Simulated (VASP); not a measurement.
SmNb, 2 atoms in the cell. The structure is hexagonal, space group P-6m2 (No. 187). Conventional cell: a = 3.518 Å, b = 3.518 Å, c = 3.509 Å, α = 90.00°, β = 90.00°, γ = 120.00°. Within 3.6 Å of Sm (site symmetry -6m2) lie 6 Nb at 2.68 Å and 8 Sm at 3.51 to 3.52 Å. Within 3.6 Å of Nb (site symmetry -6m2) lie 6 Sm at 2.68 Å and 8 Nb at 3.51 to 3.52 Å. The cell was built from a structure type or drawn by symmetry, and may not be a known phase.

* Program: VASP 6.6.1
* Task: relaxation of cell and atoms
* Functional: PBE
* Potentials or basis: VASP PAW PBE potentials, release 64 (Sm_3, Nb_sv), 4f in core
* Cutoff: 500 eV
* k mesh: 6 × 6 × 6
* Occupations: gaussian, width 0.2 eV
* Spin: no spin polarisation
* Dipole correction: no
* Mended: yes
* Further INCAR settings: ALGO = Normal; EDIFF = 1e-07; IBRION = 2; EDIFFG = -0.08; NSW = 36; ISIF = 3

Potentials or basis: VASP PAW PBE potentials, release 64 (Sm_3, Nb_sv), 4f in core.

Launch:

```sh
$ cat potpaw_PBE.64/Sm_3/POTCAR potpaw_PBE.64/Nb_sv/POTCAR > POTCAR
$ mpirun -np 1 vasp_std > vasp.out
```

Hardware: 1 thread of Intel(R) Xeon(R) Platinum 8481C CPU @ 2.70GHz (Sapphire Rapids), on a shared host.

**Question.** Estimate the wall time of this run.

**Answer.** It took 110 s on 1 thread of Intel(R) Xeon(R) Platinum 8481C CPU @ 2.70GHz (Sapphire Rapids), with other jobs on the host, peak memory 0.18 GiB. Counts: scf iterations 163, k points 28, ion steps 14.
